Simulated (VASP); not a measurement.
# Bi (R-3m) in VASP: notebook, part 2 of 3

VASP 6.6.1. The steps go on from the part before.

## 4. Electric field gradients, LDA (equal xx and yy strain of -1 %)

INCAR

```
SYSTEM = Bi
PREC = Accurate
ENCUT = 400
EDIFF = 1E-8
ISMEAR = -1
SIGMA = 0.03
LREAL = .False.
LASPH = .True.
NELM = 120
ALGO = Normal
ISIF = 2
LWAVE = .False.
LCHARG = .False.
GGA = CA
LEFG = .True.
NBANDS = 22
GGA_COMPAT = .False.
```

KPOINTS

```
regular mesh
0
Gamma
  11 11 11
  0 0 0
```

POSCAR

```
Bi
1.0
    2.2502696816      1.2991938064      3.9540000000
   -2.2502696816      1.2991938064      3.9540000000
    0.0000000000     -2.5983876128      3.9540000000
Bi
2
Direct
    0.2338900000      0.2338900000      0.2338900000
    0.7661100000      0.7661100000      0.7661100000
```

Potentials or basis: VASP PAW LDA potentials, release 64 (Bi_d).

On the command line:

```
cat potpaw_LDA.64/Bi_d/POTCAR > POTCAR
mpirun -np 1 vasp_std > vasp.out
```

OUTCAR:

```text
SYSTEM = Bi
   PREC = Accurate
   ENCUT = 400
   EDIFF = 1E-8
   ISMEAR = -1
   LREAL = .False.
   LASPH = .True.
   NELM = 120
   ISIF = 2
   GGA = CA

 ion  position               nearest neighbor table
   1  0.234  0.234  0.234-   2 3.05   2 3.05   2 3.05   2 3.51   2 3.51   2 3.51
   2  0.766  0.766  0.766-   1 3.05   1 3.05   1 3.05   1 3.51   1 3.51   1 3.51

  LATTYP: Found a trigonal (rhomboedric) cell.
 ALAT       =     4.7313564848
 COS(alpha) =     0.5475945888

  Lattice vectors:

 A1 = (   2.2502696816,   1.2991938064,   3.9540000000)
[... 813 lines left out ...]
  free  energy   TOTEN  =        -9.1155286550 eV

  energy  without entropy=       -9.1149232101  energy(sigma->0) =       -9.11522593

 Electric field gradients (V/A^2)
---------------------------------------------------------------------
 ion       V_xx      V_yy      V_zz      V_xy      V_xz      V_yz
---------------------------------------------------------------------
   1      12.273    12.273   -24.546    -0.000    -0.000     0.000
   2      12.273    12.273   -24.546    -0.000    -0.000     0.000
---------------------------------------------------------------------

 Electric field gradients after diagonalization (V/A^2)
 (convention: |V_zz| > |V_xx| > |V_yy|)
----------------------------------------------------------------------
 ion       V_xx      V_yy      V_zz     asymmetry (V_yy - V_xx)/ V_zz
----------------------------------------------------------------------
   1      12.273    12.273   -24.546       0.000
   2      12.273    12.273   -24.546       0.000
----------------------------------------------------------------------

           NMR quadrupolar parameters

 Cq : quadrupolar parameter    Cq=e*Q*V_zz/h
 eta: asymmetry parameters     (V_yy - V_xx)/ V_zz
 Q  : nuclear electric quadrupole moment in mb (millibarn)
----------------------------------------------------------------------
 ion       Cq(MHz)       eta       Q (mb)
----------------------------------------------------------------------
   1      -0.059       0.000       1.000
   2      -0.059       0.000       1.000
----------------------------------------------------------------------
```

OSZICAR:

```text
N       E                     dE             d eps       ncg     rms          rms(c)
DAV:   1     0.286032638112E+03    0.28603E+03   -0.14256E+04  6460   0.139E+03
DAV:   2     0.148042385984E+02   -0.27123E+03   -0.26506E+03  6604   0.396E+02
DAV:   3    -0.835436933110E+01   -0.23159E+02   -0.22951E+02  7858   0.135E+02
DAV:   4    -0.911014018541E+01   -0.75577E+00   -0.75554E+00  8064   0.274E+01
DAV:   5    -0.913913768497E+01   -0.28997E-01   -0.28997E-01  9200   0.465E+00    0.111E+00
DAV:   6    -0.912303953269E+01    0.16098E-01   -0.18478E-02  8526   0.142E+00    0.641E-01
DAV:   7    -0.911555156835E+01    0.74880E-02   -0.12355E-02  8186   0.118E+00    0.101E-01
DAV:   8    -0.911552080150E+01    0.30767E-04   -0.12511E-03  7516   0.402E-01    0.213E-02
DAV:   9    -0.911552907314E+01   -0.82716E-05   -0.56336E-05  9926   0.558E-02    0.873E-03
DAV:  10    -0.911552856710E+01    0.50605E-06   -0.36613E-06  7678   0.181E-02    0.157E-03
DAV:  11    -0.911552865000E+01   -0.82910E-07   -0.22097E-07  8740   0.355E-03    0.763E-04
DAV:  12    -0.911552865499E+01   -0.49877E-08   -0.21907E-08  6416   0.110E-03
   1 F= -.91155287E+01 E0= -.91152259E+01  d E =-.605445E-03
```

Run time: 1.8 min. Hardware: 1 thread of Intel Xeon Platinum 8375C at 2.90GHz (Ice Lake), shared host; peak memory 0.23 GiB.

What came out:

```yaml
Free_energy: -9.1155 eV
Pressure: -0.8 GPa
Largest_force: 0.139 eV/Å
Band_gap_on_the_k_mesh: zero (band 15 reaches 6.24 eV, above the bottom of band 16 at 6.16 eV)
```

Forces in eV/Å, atoms in the order of the input:
```
Bi   0.000  0.000  0.139
Bi   0.000  0.000 -0.139
```

Electric field gradients, principal values (V/Å²):
| atom | least | middle | greatest (by size) |
| --- | --- | --- | --- |
| 1 Bi | 12.273 | 12.273 | -24.546 |
| 2 Bi | 12.273 | 12.273 | -24.546 |

Caveat: the cell differs from its parent crystal (equal xx and yy strain of -1 %); without QUAD_EFG the Cq values of the log hold for a quadrupole moment of 1 mb, not for the nuclei; spin-orbit coupling is left out, which moves the levels of the heavy elements.

## 5. Electric field gradients, LDA (volume scaled by 1.02)

INCAR

```
SYSTEM = Bi
  ALGO = Normal
  EDIFF = 1E-8
  ENCUT = 520
  GGA = CA
  ISIF = 2
  ISMEAR = -1
  LASPH = .True.
  LCHARG = .False.
  LEFG = .True.
  LREAL = .False.
  LWAVE = .False.
  NBANDS = 22
  NELM = 100
  PREC = Accurate
  SIGMA = 0.03
```

KPOINTS

```
k-points
0
Gamma
  11 11 11
  0 0 0
```

POSCAR

```
Bi
1.0
    2.2880530951      1.3210080704      3.9801861936
   -2.2880530951      1.3210080704      3.9801861936
    0.0000000000     -2.6420161407      3.9801861936
Bi
2
Direct
    0.2338900000      0.2338900000      0.2338900000
    0.7661100000      0.7661100000      0.7661100000
```

Potentials or basis: VASP PAW LDA potentials, release 64 (Bi_d).

On the command line:

```
cat potpaw_LDA.64/Bi_d/POTCAR > POTCAR
mpirun -np 1 vasp_std > vasp.out
```

OUTCAR:

```text
SYSTEM = Bi
   EDIFF = 1E-8
   ENCUT = 520
   GGA = CA
   ISIF = 2
   ISMEAR = -1
   LASPH = .True.
   LREAL = .False.
   NELM = 100
   PREC = Accurate

 ion  position               nearest neighbor table
   1  0.234  0.234  0.234-   2 3.09   2 3.09   2 3.09   2 3.55   2 3.55   2 3.55
   2  0.766  0.766  0.766-   1 3.09   1 3.09   1 3.09   1 3.55   1 3.55   1 3.55

  LATTYP: Found a trigonal (rhomboedric) cell.
 ALAT       =     4.7772514508
 COS(alpha) =     0.5412184017

  Lattice vectors:

 A1 = (   2.2880530951,   1.3210080704,   3.9801861936)
 A2 = (  -2.2880530951,   1.3210080704,   3.9801861936)
 A3 = (   0.0000000000,  -2.6420161407,   3.9801861936)

Analysis of symmetry for initial positions (statically):
=====================================================================
 Subroutine PRICEL returns:
 Original cell was already a primitive cell.

 Routine SETGRP: Setting up the symmetry group for a
 trigonal (rhombohedral) supercell.

 Subroutine GETGRP returns: Found 12 space group operations
 (whereof 12 operations were pure point group operations)
 out of a pool of 12 trial point group operations.

The static configuration has the point symmetry D_3d.

Analysis of symmetry for dynamics (positions and initial velocities):
=====================================================================
 Subroutine PRICEL returns:
 Original cell was already a primitive cell.

 Routine SETGRP: Setting up the symmetry group for a
 trigonal (rhombohedral) supercell.

 Subroutine GETGRP returns: Found 12 space group operations
 (whereof 12 operations were pure point group operations)
[... 157 lines left out ...]
  band No.  band energies     occupation
      1     -17.0411      2.00000
      2     -17.0411      2.00000
      3     -16.8973      2.00000
      4     -16.8973      2.00000
      5     -16.8817      2.00000
      6     -16.7255      2.00000
[... 589 lines left out ...]
     21      13.6982      0.00000
     22      14.1813      0.00000

 [... further k-points ...]

------------------------ aborting loop because EDIFF is reached ----------------------------------------

  FORCE on cell =-STRESS in cart. coord.  units (eV):
  Direction    XX          YY          ZZ          XY          YZ          ZX
  --------------------------------------------------------------------------------------
  -------------------------------------------------------------------------------------
  Total       -1.2221509     -1.2221509     -1.0909520      0.0000000     -0.0000000      0.0000000
  in kB      -27.1274644    -27.1274644    -24.2153088      0.0000000     -0.0000000      0.0000000
  external PRESSURE =     -26.1567458 kB  Pullay stress =       0.0000000 kB

 VOLUME and BASIS-vectors are now :
 -----------------------------------------------------------------------------
  energy-cutoff  :      520.00
  volume of cell :       72.18
      direct lattice vectors                 reciprocal lattice vectors
     2.288053095  1.321008070  3.980186194     0.218526397  0.126166274  0.083748176
    -2.288053095  1.321008070  3.980186194    -0.218526397  0.126166274  0.083748176
     0.000000000 -2.642016141  3.980186194     0.000000000 -0.252332549  0.083748176

 POSITION                                       TOTAL-FORCE (eV/Angst)
 -----------------------------------------------------------------------------------
      0.00000      0.00000      2.79278         0.000000     -0.000000     -0.025774
      0.00000      0.00000      9.14778         0.000000      0.000000      0.025774
 -----------------------------------------------------------------------------------
    total drift:                                0.000000     -0.000000      0.000000

  FREE ENERGIE OF THE ION-ELECTRON SYSTEM (eV)
  ---------------------------------------------------
  free  energy   TOTEN  =        -9.0864852554 eV

  energy  without entropy=       -9.0858192520  energy(sigma->0) =       -9.08615225

 Electric field gradients (V/A^2)
---------------------------------------------------------------------
 ion       V_xx      V_yy      V_zz      V_xy      V_xz      V_yz
---------------------------------------------------------------------
   1      15.618    15.618   -31.235    -0.000     0.000    -0.000
   2      15.618    15.618   -31.235    -0.000     0.000    -0.000
---------------------------------------------------------------------

 Electric field gradients after diagonalization (V/A^2)
 (convention: |V_zz| > |V_xx| > |V_yy|)
----------------------------------------------------------------------
 ion       V_xx      V_yy      V_zz     asymmetry (V_yy - V_xx)/ V_zz
----------------------------------------------------------------------
   1      15.618    15.618   -31.235       0.000
   2      15.618    15.618   -31.235       0.000
----------------------------------------------------------------------

           NMR quadrupolar parameters

 Cq : quadrupolar parameter    Cq=e*Q*V_zz/h
 eta: asymmetry parameters     (V_yy - V_xx)/ V_zz
 Q  : nuclear electric quadrupole moment in mb (millibarn)
----------------------------------------------------------------------
 ion       Cq(MHz)       eta       Q (mb)
----------------------------------------------------------------------
   1      -0.076       0.000       1.000
   2      -0.076       0.000       1.000
----------------------------------------------------------------------
```

OSZICAR:

```text
N       E                     dE             d eps       ncg     rms          rms(c)
DAV:   1     0.306801304882E+03    0.30680E+03   -0.16197E+04  6432   0.163E+03
DAV:   2     0.170753504919E+02   -0.28973E+03   -0.28287E+03  6532   0.433E+02
DAV:   3    -0.819707401867E+01   -0.25272E+02   -0.25009E+02  7696   0.143E+02
DAV:   4    -0.907030674318E+01   -0.87323E+00   -0.87278E+00  7980   0.294E+01
DAV:   5    -0.910786587536E+01   -0.37559E-01   -0.37558E-01  9280   0.546E+00    0.106E+00
DAV:   6    -0.909314618309E+01    0.14720E-01   -0.19664E-02  8468   0.148E+00    0.620E-01
DAV:   7    -0.908652444881E+01    0.66217E-02   -0.12439E-02  7984   0.118E+00    0.103E-01
DAV:   8    -0.908647752708E+01    0.46922E-04   -0.12740E-03  7476   0.416E-01    0.199E-02
DAV:   9    -0.908648556888E+01   -0.80418E-05   -0.56460E-05  9976   0.570E-02    0.817E-03
DAV:  10    -0.908648518617E+01    0.38272E-06   -0.31121E-06  8124   0.160E-02    0.147E-03
DAV:  11    -0.908648524847E+01   -0.62302E-07   -0.20271E-07  8550   0.353E-03    0.699E-04
DAV:  12    -0.908648525543E+01   -0.69567E-08   -0.25007E-08  6374   0.113E-03
   1 F= -.90864853E+01 E0= -.90861523E+01  d E =-.666003E-03
```

stdout:

```text
POSCAR found type information on POSCAR Bi
 POSCAR found :  1 types and       2 ions
 scaLAPACK will be used
 LDA part: xc-table for (Slater(with rela. corr.)+CA(PZ))
 , standard interpolation
 POSCAR, INCAR and KPOINTS ok, starting setup
 FFT: planning ... GRIDC
 FFT: planning ... GRID_SOFT
 FFT: planning ... GRID
 WAVECAR not read
 entering main loop
ion   1

ion   2
```

Run time: 3.1 min. Hardware: 1 thread of Oxide Virtual Turin-like, shared host; peak memory 0.26 GiB.

What came out:

```yaml
Free_energy: -9.0865 eV
Pressure: -2.6 GPa
Largest_force: 0.026 eV/Å
Band_gap_on_the_k_mesh: zero (band 15 reaches 5.74 eV, above the bottom of band 16 at 5.69 eV)
```

Forces in eV/Å, atoms in the order of the input:
```
Bi   0.000  0.000 -0.026
Bi   0.000  0.000  0.026
```

Levels at points of the mesh, in eV from the Fermi level:
| k point | band 11 | band 12 | band 13 | band 14 | band 15 | band 16 | band 17 | band 18 | band 19 | band 20 |
| --- | --- | --- | --- | --- | --- | --- | --- | --- | --- | --- |
| (0.00, 0.00, 0.00) | -12.90 | -7.54 | -1.39 | -1.14 | -1.14 | 2.48 | 2.93 | 2.93 | 5.71 | 5.85 |

Electric field gradients, principal values (V/Å²):
| atom | least | middle | greatest (by size) |
| --- | --- | --- | --- |
| 1 Bi | 15.618 | 15.618 | -31.235 |
| 2 Bi | 15.618 | 15.618 | -31.235 |

Caveat: without QUAD_EFG the Cq values of the log hold for a quadrupole moment of 1 mb, not for the nuclei; spin-orbit coupling is left out, which moves the levels of the heavy elements.

## 6. Electric field gradients, LDA (volume scaled by 1.04)

INCAR

```
SYSTEM = Bi
ALGO = Normal
EDIFF = 1E-8
ENCUT = 520
ISIF = 2
ISMEAR = -1
LASPH = .True.
LCHARG = .False.
LEFG = .True.
LREAL = .False.
LWAVE = .False.
NBANDS = 22
NELM = 100
PREC = Accurate
SIGMA = 0.03
```

KPOINTS is that of step 5.

POSCAR

```
Bi
1.0
    2.3029109990      1.3295862852      4.0060322827
   -2.3029109990      1.3295862852      4.0060322827
    0.0000000000     -2.6591725704      4.0060322827
Bi
2
Direct
    0.2338900000      0.2338900000      0.2338900000
    0.7661100000      0.7661100000      0.7661100000
```

Potentials or basis: VASP PAW LDA potentials, release 64 (Bi_d).

On the command line:

```
cat potpaw_LDA.64/Bi_d/POTCAR > POTCAR
mpirun -np 1 vasp_std > vasp.out
```

OUTCAR:

```text
SYSTEM = Bi
   EDIFF = 1E-8
   ENCUT = 520
   ISIF = 2
   ISMEAR = -1
   LASPH = .True.
   LREAL = .False.
   NELM = 100
   PREC = Accurate

 ion  position               nearest neighbor table
   1  0.234  0.234  0.234-   2 3.11   2 3.11   2 3.11   2 3.58   2 3.58   2 3.58
   2  0.766  0.766  0.766-   1 3.11   1 3.11   1 3.11   1 3.58   1 3.58   1 3.58

  LATTYP: Found a trigonal (rhomboedric) cell.
 ALAT       =     4.8082734333
 COS(alpha) =     0.5412184017

  Lattice vectors:

 A1 = (   2.3029109990,   1.3295862852,   4.0060322827)
 A2 = (  -2.3029109990,   1.3295862852,   4.0060322827)
 A3 = (   0.0000000000,  -2.6591725704,   4.0060322827)

Analysis of symmetry for initial positions (statically):
=====================================================================
 Subroutine PRICEL returns:
 Original cell was already a primitive cell.

 Routine SETGRP: Setting up the symmetry group for a
 trigonal (rhombohedral) supercell.

[... 787 lines left out ...]
  volume of cell :       73.60
      direct lattice vectors                 reciprocal lattice vectors
     2.302910999  1.329586285  4.006032283     0.217116510  0.125352276  0.083207850
    -2.302910999  1.329586285  4.006032283    -0.217116510  0.125352276  0.083207850
     0.000000000 -2.659172570  4.006032283     0.000000000 -0.250704552  0.083207850

 POSITION                                       TOTAL-FORCE (eV/Angst)
 -----------------------------------------------------------------------------------
      0.00000      0.00000      2.81091         0.000000     -0.000000     -0.106308
      0.00000      0.00000      9.20718         0.000000      0.000000      0.106308
 -----------------------------------------------------------------------------------
    total drift:                                0.000000     -0.000000      0.000000

  FREE ENERGIE OF THE ION-ELECTRON SYSTEM (eV)
  ---------------------------------------------------
  free  energy   TOTEN  =        -9.0606409844 eV

  energy  without entropy=       -9.0599489200  energy(sigma->0) =       -9.06029495

 Electric field gradients (V/A^2)
---------------------------------------------------------------------
 ion       V_xx      V_yy      V_zz      V_xy      V_xz      V_yz
---------------------------------------------------------------------
   1      15.502    15.502   -31.003    -0.000     0.000    -0.000
   2      15.502    15.502   -31.003     0.000     0.000    -0.000
---------------------------------------------------------------------

 Electric field gradients after diagonalization (V/A^2)
 (convention: |V_zz| > |V_xx| > |V_yy|)
----------------------------------------------------------------------
 ion       V_xx      V_yy      V_zz     asymmetry (V_yy - V_xx)/ V_zz
----------------------------------------------------------------------
   1      15.502    15.502   -31.003       0.000
   2      15.502    15.502   -31.003       0.000
----------------------------------------------------------------------

           NMR quadrupolar parameters

 Cq : quadrupolar parameter    Cq=e*Q*V_zz/h
 eta: asymmetry parameters     (V_yy - V_xx)/ V_zz
 Q  : nuclear electric quadrupole moment in mb (millibarn)
----------------------------------------------------------------------
 ion       Cq(MHz)       eta       Q (mb)
----------------------------------------------------------------------
   1      -0.075       0.000       1.000
   2      -0.075       0.000       1.000
----------------------------------------------------------------------
```

OSZICAR:

```text
N       E                     dE             d eps       ncg     rms          rms(c)
DAV:   1     0.307220087305E+03    0.30722E+03   -0.16136E+04  6430   0.161E+03
DAV:   2     0.173798134060E+02   -0.28984E+03   -0.28282E+03  6526   0.433E+02
DAV:   3    -0.815833363388E+01   -0.25538E+02   -0.25272E+02  7830   0.143E+02
DAV:   4    -0.904598001548E+01   -0.88765E+00   -0.88727E+00  8062   0.296E+01
DAV:   5    -0.908141861606E+01   -0.35439E-01   -0.35438E-01  9222   0.533E+00    0.105E+00
DAV:   6    -0.906704306079E+01    0.14376E-01   -0.19720E-02  8574   0.148E+00    0.613E-01
DAV:   7    -0.906068057619E+01    0.63625E-02   -0.12540E-02  7848   0.118E+00    0.103E-01
DAV:   8    -0.906063275551E+01    0.47821E-04   -0.12891E-03  7540   0.418E-01    0.203E-02
DAV:   9    -0.906064122550E+01   -0.84700E-05   -0.58685E-05 10044   0.602E-02    0.931E-03
DAV:  10    -0.906064090616E+01    0.31934E-06   -0.32633E-06  8444   0.150E-02    0.140E-03
DAV:  11    -0.906064097637E+01   -0.70215E-07   -0.21806E-07  7806   0.384E-03    0.734E-04
DAV:  12    -0.906064098436E+01   -0.79926E-08   -0.27923E-08  6494   0.119E-03
   1 F= -.90606410E+01 E0= -.90602950E+01  d E =-.692064E-03
```

stdout:

```text
POSCAR found type information on POSCAR Bi
 POSCAR found :  1 types and       2 ions
 scaLAPACK will be used
 LDA part: xc-table for (Slater(with rela. corr.)+CA(PZ))
 , standard interpolation
 POSCAR, INCAR and KPOINTS ok, starting setup
 FFT: planning ... GRIDC
 FFT: planning ... GRID_SOFT
 FFT: planning ... GRID
 WAVECAR not read
 entering main loop
ion   1

ion   2
```

Run time: 2.8 min. Hardware: 1 thread of Oxide Virtual Turin-like, shared host; peak memory 0.26 GiB.

What came out:

| Item | Value |
| --- | --- |
| Free energy | -9.0606 eV |
| Pressure | -3.4 GPa |
| Largest force | 0.106 eV/Å |
| Band gap on the k mesh | zero (band 15 reaches 5.51 eV, above the bottom of band 16 at 5.47 eV) |

Forces in eV/Å, atoms in the order of the input:
```
Bi   0.000  0.000 -0.106
Bi   0.000  0.000  0.106
```

Electric field gradients, principal values (V/Å²):
```
atom   least  middle  greatest (by size)
1 Bi  15.502  15.502             -31.003
2 Bi  15.502  15.502             -31.003
```

Caveat: without QUAD_EFG the Cq values of the log hold for a quadrupole moment of 1 mb, not for the nuclei; spin-orbit coupling is left out, which moves the levels of the heavy elements.

[end of part 2 of 3]
